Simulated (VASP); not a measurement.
# In (I4/mmm) in VASP: notebook

The runs below take In through relaxation of shape and atoms at fixed volume, with PBEsol.

All numbers are computed with VASP 6.6.1; they aren't measurements. Logs are shortened: lines on timing, memory, paths and dates and some standing lists are left out, and cuts for length are marked.

### Step 1. The cell of the first run

The structure is tetragonal, space group I4/mmm (No. 139). The conventional cell has a = 3.227 Å, b = 3.227 Å, c = 5.047 Å, α = 90.00°, β = 90.00°, γ = 90.00°. Within 4.2 Å of In (site symmetry 4/mmm) lie 12 In at 3.23 to 3.40 Å.

### Step 2. Relaxation of shape and atoms at fixed volume, PBEsol (26.27 Å³/atom)

INCAR reads:

```
  PREC = Accurate
  ENCUT = 600
  EDIFF = 1E-6
  ISMEAR = 0
  SIGMA = 0.1
  LREAL = F
  LASPH = T
  NELM = 80
  ALGO = Fast
  ISIF = 4
  LWAVE = F
  LCHARG = F
  GGA = PS
  IBRION = 2
  NSW = 50
  EDIFFG = -0.01
```

KPOINTS reads:

```
Automatic mesh
0
Gamma
  18 18 18
```

POSCAR reads:

```
In
1.0
   -1.6132599132      1.6132599132      2.5234143608
    1.6132599132     -1.6132599132      2.5234143608
    1.6132599132      1.6132599132     -2.5234143608
In
1
Direct
    0.0000000000      0.0000000000      0.0000000000
```

Potentials or basis: VASP PAW PBE potentials, release 64 (In_d).

Run with:

```console
> cat potpaw_PBE.64/In_d/POTCAR > POTCAR
> mpirun -np 1 vasp_std > vasp.out
```

OUTCAR:

```text
PREC = Accurate
   ENCUT = 600
   EDIFF = 1E-6
   ISMEAR = 0
   LREAL = F
   LASPH = T
   NELM = 80
   ISIF = 4
   GGA = PS
   IBRION = 2
   NSW = 50
   EDIFFG = -0.01

 ion  position               nearest neighbor table
   1  0.000  0.000  0.000-

  LATTYP: Found a body centered tetragonal cell.
 ALAT       =     3.2265198264
 C/A-ratio  =     1.5641709932

  Lattice vectors:

 A1 = (  -1.6132599132,   1.6132599132,   2.5234143608)
 A2 = (   1.6132599132,  -1.6132599132,   2.5234143608)
 A3 = (   1.6132599132,   1.6132599132,  -2.5234143608)

Analysis of symmetry for initial positions (statically):
=====================================================================
 Subroutine PRICEL returns:
 Original cell was already a primitive cell.

 Routine SETGRP: Setting up the symmetry group for a
 body centered tetragonal supercell.

 Subroutine GETGRP returns: Found 16 space group operations
 (whereof 16 operations were pure point group operations)
 out of a pool of 16 trial point group operations.

The static configuration has the point symmetry D_4h.

Analysis of symmetry for dynamics (positions and initial velocities):
=====================================================================
 Subroutine PRICEL returns:
 Original cell was already a primitive cell.

 Routine SETGRP: Setting up the symmetry group for a
 body centered tetragonal supercell.

 Subroutine GETGRP returns: Found 16 space group operations
 (whereof 16 operations were pure point group operations)
 out of a pool of 16 trial point group operations.

The dynamic configuration has the point symmetry D_4h.

 Subroutine INISYM returns: Found 16 space group operations
 (whereof 16 operations are pure point group operations),
 and found     1 'primitive' translations

----------------------------------------------------------------------------------------

                                     Primitive cell

  volume of cell :      26.2698

  direct lattice vectors                    reciprocal lattice vectors
    -1.613259913  1.613259913  2.523414361     0.000000000  0.309931460  0.198144232
     1.613259913 -1.613259913  2.523414361     0.309931460  0.000000000  0.198144232
     1.613259913  1.613259913 -2.523414361     0.309931460  0.309931460  0.000000000

  length of vectors
     3.401886996  3.401886996  3.401886996     0.367856829  0.367856829  0.438309274

  position of ions in fractional coordinates (direct lattice)
     0.000000000  0.000000000  0.000000000

  ion indices of the primitive-cell ions
   primitive index   ion index
                 1           1

----------------------------------------------------------------------------------------

 KPOINTS: Automatic mesh

Automatic generation of k-mesh.
 Grid dimensions read from file:
 generate k-points for:   18   18   18

 Generating k-lattice:

  Cartesian coordinates                     Fractional coordinates (reciprocal lattice)
     0.000000000  0.017218414  0.011008013     0.055555556 -0.000000000  0.000000000
     0.017218414  0.000000000  0.011008013    -0.000000000  0.055555556  0.000000000
     0.017218414  0.017218414  0.000000000     0.000000000  0.000000000  0.055555556

  Length of vectors
     0.020436490  0.020436490  0.024350515

  Shift w.r.t. Gamma in fractional coordinates (k-lattice)
     0.000000000  0.000000000  0.000000000

 Subroutine IBZKPT returns following result:
 ===========================================

 Found    480 irreducible k-points:

 Following reciprocal coordinates:
            Coordinates               Weight
  0.000000  0.000000  0.000000      1.000000
  0.055556  0.000000 -0.000000      8.000000
  0.111111  0.000000 -0.000000      8.000000
  0.166667  0.000000 -0.000000      8.000000
  0.222222  0.000000 -0.000000      8.000000
  0.277778  0.000000 -0.000000      8.000000
[... 16 lines left out ...]
 -0.277778  0.055556  0.000000     16.000000
 -0.222222  0.055556  0.000000     16.000000
 [... further k-points ...]
   k-points           NKPTS =    480   k-points in BZ     NKDIM =    480   number of bands    NBANDS=     10
   number of dos      NEDOS =    301   number of ions     NIONS =      1
   total plane-waves  NPLWV =  21952
   dimension x,y,z NGX =    28 NGY =   28 NGZ =   28
   dimension x,y,z NGXF=    56 NGYF=   56 NGZF=   56
   ions per type =               1
   NGX,Y,Z   is equivalent  to a cutoff of  13.68, 13.68, 13.68 a.u.
   NGXF,Y,Z  is equivalent  to a cutoff of  27.37, 27.37, 27.37 a.u.
 SYSTEM =  unknown system
   PREC   = accura    normal or accurate (medium, high low for compatibility)
   ISTART =      0    job   : 0-new  1-cont  2-samecut
   ICHARG =      2    charge: 1-file 2-atom 10-const
   ISPIN  =      1    spin polarized calculation?
   LNONCOLLINEAR =      F non collinear calculations
   LSORBIT =      F    spin-orbit coupling
   LASPH  =      T    aspherical Exc in radial PAW
   ENCUT  =  600.0 eV  44.10 Ry    6.64 a.u.   6.79  6.79  6.79*2*pi/ulx,y,z
   NELM   =     80;   NELMIN=  2; NELMDL= -5     # of ELM steps
   EDIFF  = 0.1E-05   stopping-criterion for ELM
   LREAL  =      F    real-space projection
   EDIFFG = -.1E-01   stopping-criterion for IOM
   NSW    =     50    number of steps for IOM
   IBRION =      2    ionic relax: 0-MD 1-quasi-New 2-CG
   NFREE  =      1    steps in history (QN), initial steepest desc. (CG)
   ISIF   =      4    stress and relaxation
   ISYM   =      2    0-nonsym 1-usesym 2-fastsym
   POTIM  = 0.5000    time-step for ionic-motion
   TEBEG  =    0.0;   TEEND  =   0.0 temperature during run
   PSTRESS=    0.0 pullay stress
   NELECT =      13.0000    total number of electrons
   NUPDOWN=      -1.0000    fix difference up-down
   EMIN   =  10.00;   EMAX   =-10.00  energy-range for DOS
   EFERMI =   0.00;   METHOD = LEGACY
   ISMEAR =     0;   SIGMA  =   0.10  broadening in eV -4-tet -1-fermi 0-gaus
   EFERMI_NEDOS =   21; number of points for ismear=-14 and -15
   IALGO  =     68    algorithm
   IMIX   =      4    mixing-type and parameters
     AMIX     =   0.40;   BMIX     =  1.00
     AMIX_MAG =   1.60;   BMIX_MAG =  1.00
  volume/ion in A,a.u.               =      26.27       177.28
  Fermi-wavevector in a.u.,A,eV,Ry     =   1.294902  2.447010 22.813853  1.676771
  Thomas-Fermi vector in A             =   2.426455
   LORBIT       =      0    0 simple, 1 ext, 2 COOP (PROOUT), +10 PAW based schemes
   GGA     = PS    functional components
   LHFCALC =     F    Hartree Fock is set to
   AEXX    =    0.0000 exact exchange contribution
   IVDW    =     0    specifies the selected vdW correction
   LEPSILON=     F    determine dielectric tensor
   LRPA    =     F    only Hartree local field effects (RPA)
 conjugate gradient relaxation of ions
 non-spin polarized calculation
 RMM-DIIS sequential band-by-band and
 Gauss-broadening in eV      SIGMA  =   0.10
  energy-cutoff  :      600.00
  volume of cell :       26.27
 maximum number of plane-waves:       902
   NGX = 13   NGY = 13   NGZ = 13

 number of electron      13.0000004 magnetization

 Free energy of the ion-electron system (eV)
  ---------------------------------------------------
  ext. energy  EPLUGINS =         0.00000000
  ---------------------------------------------------
  free energy    TOTEN  =        -2.98298371 eV

  energy without entropy =       -2.98082226  energy(sigma->0) =       -2.98190299

 E-fermi :   7.2995     XC(G=0): -10.3860

 val. band max:        7.2872970510   @ k =   0.5000   0.5000   0.2222
 cond. band min:       7.3155243004   @ k =   0.3333   0.3333   0.0000
 fundamental gap:      0.0282272494
 Fermi energy:         7.2994627085

 k-point     1 :       0.0000    0.0000    0.0000
  band No.  band energies     occupation
      1      -7.3367      2.00000
      2      -7.1877      2.00000
      3      -7.1877      2.00000
      4      -7.1435      2.00000
      5      -6.9990      2.00000
      6      -2.2300      2.00000
      7      17.7896      0.00000
      8      17.7896      0.00000
      9      17.9877      0.00000
     10      18.9370      0.00000

 k-point     2 :       0.0556    0.0000   -0.0000
  band No.  band energies     occupation
      1      -7.3308      2.00000
      2      -7.1887      2.00000
      3      -7.1830      2.00000
      4      -7.1421      2.00000
      5      -7.0015      2.00000
      6      -2.1625      2.00000
      7      16.9360      0.00000
      8      17.7162      0.00000
      9      17.7311      0.00000
     10      18.7810      0.00000

 k-point     3 :       0.1111    0.0000   -0.0000
  band No.  band energies     occupation
      1      -7.3161      2.00000
      2      -7.1939      2.00000
      3      -7.1701      2.00000
      4      -7.1338      2.00000
      5      -7.0079      2.00000
      6      -1.9588      2.00000
      7      15.1520      0.00000
      8      17.2325      0.00000
      9      17.5342      0.00000
     10      18.7170      0.00000

 k-point     4 :       0.1667    0.0000   -0.0000
  band No.  band energies     occupation
      1      -7.2999      2.00000
      2      -7.2061      2.00000
      3      -7.1536      2.00000
      4      -7.1114      2.00000
      5      -7.0143      2.00000
      6      -1.6167      2.00000
      7      13.2391      0.00000
      8      16.6377      0.00000
      9      17.3155      0.00000
     10      18.6892      0.00000

 k-point     5 :       0.2222    0.0000   -0.0000
  band No.  band energies     occupation
      1      -7.2895      2.00000
      2      -7.2243      2.00000
      3      -7.1416      2.00000
      4      -7.0727      2.00000
      5      -7.0137      2.00000
      6      -1.1332      2.00000
      7      11.3621      0.00000
      8      16.0439      0.00000
      9      17.1100      0.00000
     10      18.6811      0.00000

 k-point     6 :       0.2778    0.0000   -0.0000
  band No.  band energies     occupation
      1      -7.2867      2.00000
      2      -7.2455      2.00000
      3      -7.1408      2.00000
      4      -7.0229      2.00000
      5      -7.0007      2.00000
      6      -0.5069      2.00000
      7       9.5679      0.00000
      8      15.5042      0.00000
      9      16.9439      0.00000
     10      18.6407      0.00000
[... 183 lines left out ...]
 k-point    21 :      -0.3889    0.0556    0.0000
  band No.  band energies     occupation
      1      -7.2876      2.00000
      2      -7.2680      2.00000
      3      -7.1596      2.00000
      4      -6.9818      2.00000
      5      -6.9285      2.00000
      6       0.9534      2.00000
      7       6.8094      2.00000
      8      14.3965      0.00000
      9      16.4479      0.00000
     10      18.2830      0.00000

 k-point    22 :      -0.3333    0.0556    0.0000
  band No.  band energies     occupation
      1      -7.2762      2.00000
      2      -7.2574      2.00000
      3      -7.1483      2.00000
      4      -7.0109      2.00000
      5      -6.9684      2.00000
      6       0.0871      2.00000
      7       8.4128      0.00000
      8      14.6813      0.00000
      9      16.5819      0.00000
     10      18.7104      0.00000

 k-point    23 :      -0.2778    0.0556    0.0000
  band No.  band energies     occupation
      1      -7.2703      2.00000
      2      -7.2416      2.00000
      3      -7.1406      2.00000
      4      -7.0450      2.00000
      5      -7.0063      2.00000
      6      -0.6405      2.00000
      7      10.1319      0.00000
      8      15.0753      0.00000
      9      16.7324      0.00000
     10      19.0490      0.00000

 k-point    24 :      -0.2222    0.0556    0.0000
  band No.  band energies     occupation
      1      -7.2724      2.00000
      2      -7.2247      2.00000
      3      -7.1444      2.00000
      4      -7.0826      2.00000
      5      -7.0242      2.00000
      6      -1.2256      2.00000
      7      11.9492      0.00000
      8      15.5615      0.00000
      9      16.9208      0.00000
     10      19.1511      0.00000

 [... further k-points ...]

------------------------ aborting loop because EDIFF is reached ----------------------------------------

  FORCE on cell =-STRESS in cart. coord.  units (eV):
  Direction    XX          YY          ZZ          XY          YZ          ZX
  --------------------------------------------------------------------------------------
  -------------------------------------------------------------------------------------
  Total       -0.2000062     -0.2000062     -0.1945992      0.0000000     -0.0000000      0.0000000
  in kB      -12.1982266    -12.1982266    -11.8684590      0.0000000     -0.0000000      0.0000000
  external PRESSURE =     -12.0883041 kB  Pullay stress =       0.0000000 kB

 VOLUME and BASIS-vectors are now :
 -----------------------------------------------------------------------------
  energy-cutoff  :      600.00
  volume of cell :       26.27
      direct lattice vectors                 reciprocal lattice vectors
    -1.613259913  1.613259913  2.523414361     0.000000000  0.309931460  0.198144232
     1.613259913 -1.613259913  2.523414361     0.309931460  0.000000000  0.198144232
     1.613259913  1.613259913 -2.523414361     0.309931460  0.309931460  0.000000000

 POSITION                                       TOTAL-FORCE (eV/Angst)
 -----------------------------------------------------------------------------------
      0.00000      0.00000      0.00000        -0.000000     -0.000000     -0.000000
 -----------------------------------------------------------------------------------
    total drift:                               -0.000000     -0.000000     -0.000000

  FREE ENERGIE OF THE ION-ELECTRON SYSTEM (eV)
  ---------------------------------------------------
  free  energy   TOTEN  =        -2.9829837064 eV

  energy  without entropy=       -2.9808222648  energy(sigma->0) =       -2.98190299

 reached required accuracy - stopping structural energy minimisation
```

Run time: 3.2 min. Hardware: 1 thread of Intel Xeon 8259CL, shared host; peak memory 0.29 GiB.

What came out:

* Free energy: -2.9830 eV
* Pressure after relaxing: -1.2 GPa
* Band gap on the k mesh: zero (an odd number of electrons rules out a gap without spin polarisation)

Final structure:
```cif
data_structure
_symmetry_space_group_name_H-M 'P 1'
_symmetry_Int_Tables_number 1
_cell_length_a 3.4019
_cell_length_b 3.4019
_cell_length_c 3.4019
_cell_angle_alpha 123.382
_cell_angle_beta 123.382
_cell_angle_gamma 84.235
_cell_volume 26.27
loop_
_atom_site_label
_atom_site_type_symbol
_atom_site_fract_x
_atom_site_fract_y
_atom_site_fract_z
_atom_site_occupancy
In1 In 0.00000 0.00000 0.00000 1
```

Caveat: the PAW data sets were made with another functional, which shifts forces and pressure a little; spin-orbit coupling is left out, which moves the levels of the heavy elements.

### Step 3. Relaxation of shape and atoms at fixed volume, PBEsol (27.03 Å³/atom)

This run uses another cell than the first one, of 27.03 Å³/atom.

INCAR reads:

```
SYSTEM = In
PREC = Accurate
ENCUT = 600
EDIFF = 1E-6
ISMEAR = 0
SIGMA = 0.1
LREAL = .FALSE.
LASPH = .TRUE.
NELM = 100
ALGO = Fast
ISIF = 4
LWAVE = .FALSE.
LCHARG = .FALSE.
GGA = PS
IBRION = 2
NSW = 50
EDIFFG = -0.01
```

KPOINTS reads:

```
regular mesh
0
G
  18 18 18
  0 0 0
```

POSCAR reads:

```
In
1.0
   -1.6287729794      1.6287729794      2.5476794490
    1.6287729794     -1.6287729794      2.5476794490
    1.6287729794      1.6287729794     -2.5476794490
In
1
Direct
    0.0000000000      0.0000000000      0.0000000000
```

Potentials or basis: VASP PAW PBE potentials, release 64 (In_d).

Run with:

```console
> cat potpaw_PBE.64/In_d/POTCAR > POTCAR
> mpirun -np 1 vasp_std > vasp.out
```

Run time: 2.6 min. Hardware: 1 thread of Intel Xeon 8259CL, shared host; peak memory 0.29 GiB.

Results (log left out):

| Quantity | Value |
| --- | --- |
| Free energy | -2.9749 eV |
| Pressure after relaxing | -2.3 GPa |
| Band gap on the k mesh | zero (an odd number of electrons rules out a gap without spin polarisation) |

Final structure:
```
In
1.0
    -1.62877    1.62877    2.54768
     1.62877   -1.62877    2.54768
     1.62877    1.62877   -2.54768
In
1
Direct
  0.00000 0.00000 0.00000
```

Levels at points of the mesh, in eV from the Fermi level:
```tsv
k point	band 2	band 3	band 4	band 5	band 6	band 7	band 8	band 9	band 10
(0.00, 0.00, 0.00)	-14.46	-14.46	-14.42	-14.28	-9.33	10.24	10.24	10.41	11.58
(0.50, 0.00, 0.00)	-14.55	-14.44	-14.22	-14.18	-4.28	-3.23	6.98	9.18	10.77
(0.50, 0.50, 0.00)	-14.62	-14.22	-14.21	-14.10	-1.76	-1.58	3.28	3.88	6.74
(0.50, 0.50, 0.50)	-14.61	-14.20	-14.18	-14.18	-3.27	-2.70	4.90	4.90	8.30
```

Caveat: the PAW data sets were made with another functional, which shifts forces and pressure a little; spin-orbit coupling is left out, which moves the levels of the heavy elements.

### Step 4. Relaxation of shape and atoms at fixed volume, PBEsol (28.06 Å³/atom)

This run uses another cell than the first one, of 28.06 Å³/atom.

INCAR reads:

```
PREC = Accurate
ENCUT = 600
EDIFF = 1E-6
ISMEAR = 0
SIGMA = 0.1
LREAL = False
LASPH = True
NELM = 60
ALGO = Fast
ISIF = 4
LWAVE = False
LCHARG = False
GGA = PS
IBRION = 2
NSW = 50
EDIFFG = -0.01
```

KPOINTS reads:

```
Automatic mesh
0
Gamma
  18 18 18
```

POSCAR reads:

```
In
1.0
   -1.6490082532      1.6490082532      2.5793308773
    1.6490082532     -1.6490082532      2.5793308773
    1.6490082532      1.6490082532     -2.5793308773
In
1
Direct
    0.0000000000      0.0000000000      0.0000000000
```

Run with:

```console
> cat potpaw_PBE.64/In_d/POTCAR > POTCAR
> mpirun -np 1 vasp_std > vasp.out
```

Run time: 4.3 min. Hardware: 1 thread of Intel Xeon 8259CL, shared host; peak memory 0.3 GiB.

It converged, with:

```
Free energy               : -2.9574 eV
Energy gained by relaxing : 0.0 meV/atom
Ionic steps               : 3
Pressure after relaxing   : -3.2 GPa
Band gap on the k mesh    : zero (an odd number of electrons rules out a gap without spin polarisation)
```

Final structure:
```cif
data_structure
_symmetry_space_group_name_H-M 'P 1'
_symmetry_Int_Tables_number 1
_cell_length_a 3.4746
_cell_length_b 3.4746
_cell_length_c 3.4746
_cell_angle_alpha 123.261
_cell_angle_beta 123.261
_cell_angle_gamma 84.439
_cell_volume 28.06
loop_
_atom_site_label
_atom_site_type_symbol
_atom_site_fract_x
_atom_site_fract_y
_atom_site_fract_z
_atom_site_occupancy
In1 In 0.00000 0.00000 0.00000 1
```

Levels at points of the mesh, in eV from the Fermi level:
```csv
k point,band 2,band 3,band 4,band 5,band 6,band 7,band 8,band 9,band 10
"(0.00, 0.00, 0.00)",-14.42,-14.42,-14.38,-14.26,-9.07,9.92,9.92,10.07,11.50
"(0.50, 0.00, 0.00)",-14.50,-14.40,-14.21,-14.16,-4.26,-3.06,6.84,8.87,10.57
"(0.50, 0.50, 0.00)",-14.56,-14.20,-14.20,-14.10,-1.68,-1.66,3.24,3.82,6.59
"(0.50, 0.50, 0.50)",-14.56,-14.18,-14.17,-14.17,-3.25,-2.53,4.77,4.77,8.10
```

Caveat: the PAW data sets were made with another functional, which shifts forces and pressure a little; spin-orbit coupling is left out, which moves the levels of the heavy elements.

### Step 5. Overview

| cell | gap on the mesh (eV) | pressure (GPa) |
| --- | --- | --- |
| relaxed from a = 3.402 Å, angles 123.4, 123.4, 84.2°, 1 atom | none | -1.2 |
| relaxed from a = 3.435 Å, angles 123.4, 123.4, 84.2°, 1 atom | none | -2.3 |
| relaxed from a = 3.477 Å, angles 123.4, 123.4, 84.2°, 1 atom | none | -3.2 |

Alike in all rows: task relaxation of shape and atoms at fixed volume; level PBEsol; potentials or basis VASP PAW PBE potentials, release 64 (In_d); no spin polarisation; k mesh 18 × 18 × 18; cutoff (eV) 600; smearing gaussian 0.1 eV.

Caveats: the PAW data sets were made with another functional, which shifts forces and pressure a little; spin-orbit coupling is left out, which moves the levels of the heavy elements.

Absolute energies hang on the potentials; compare differences alone.

The gap in the log of VASP goes by the Fermi energy; the results here count the filled bands.